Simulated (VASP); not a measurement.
Wanted: the native input for a VASP 6.6.1 run.

| Quantity | Value |
| --- | --- |
| Task | single point |
| Functional | r2SCAN |
| Potentials or basis | VASP PAW PBE potentials, release 64 (Pd) |
| Cutoff | 550 eV |
| k mesh | 15 × 15 × 15 |
| Occupations | fermi-dirac, width 0.1 eV |
| Spin | no spin polarisation |
| Dipole correction | no |
| Further INCAR settings | ALGO = Normal; EDIFF = 1e-06; NBANDS = 11 |

Crystal: Pd.

```
CELL_PARAMETERS angstrom
0.00000 1.96742 1.96742
1.96742 0.00000 1.96742
1.96742 1.96742 0.00000
ATOMIC_POSITIONS crystal
Pd 0.00000 0.00000 0.00000
```

These files were run (other wordings do the same):

POSCAR

```
Pd
1.0
    0.0000000000      1.9674190000      1.9674190000
    1.9674190000      0.0000000000      1.9674190000
    1.9674190000      1.9674190000      0.0000000000
Pd
1
Direct
    0.0000000000      0.0000000000      0.0000000000
```

INCAR.step1

```
  PREC = Accurate
  ENCUT = 550
  ISMEAR = -1
  SIGMA = 0.1
  LREAL = False
  LASPH = True
  NELM = 120
  NBANDS = 11
  GGA = PE
  ALGO = Normal
  EDIFF = 1E-5
  LWAVE = True
  LCHARG = False
  GGA_COMPAT = False
```

INCAR.step2

```
  PREC = Accurate
  ENCUT = 550
  EDIFF = 1E-6
  ISMEAR = -1
  SIGMA = 0.1
  LREAL = False
  LASPH = True
  NELM = 120
  ALGO = Normal
  ISIF = 2
  LWAVE = False
  LCHARG = False
  METAGGA = R2SCAN
  LMIXTAU = True
  NBANDS = 11
  ISTART = 1
  GGA_COMPAT = False
```

KPOINTS

```
regular mesh
0
Gamma
  15 15 15
```

Potentials or basis: VASP PAW PBE potentials, release 64 (Pd).

Launch:

```sh
$ cat potpaw_PBE.64/Pd/POTCAR > POTCAR
$ cp INCAR.step1 INCAR
$ mpirun -np 1 vasp_std > vasp.out
$ cp INCAR.step2 INCAR
$ mpirun -np 1 vasp_std > vasp.out
```

Results of the run:

```yaml
Pressure: -2.8 GPa
Band_gap_on_the_k_mesh: zero (band 5 reaches 9.33 eV, above the bottom of band 6 at 7.77 eV)
```

Caveat: the PAW data sets were made with another functional, which shifts forces and pressure a little.

Wall time 65 s on 1 thread of AMD EPYC 9R45 96-Core Processor (Zen 5), with other jobs on the host, peak memory 0.13 GiB.
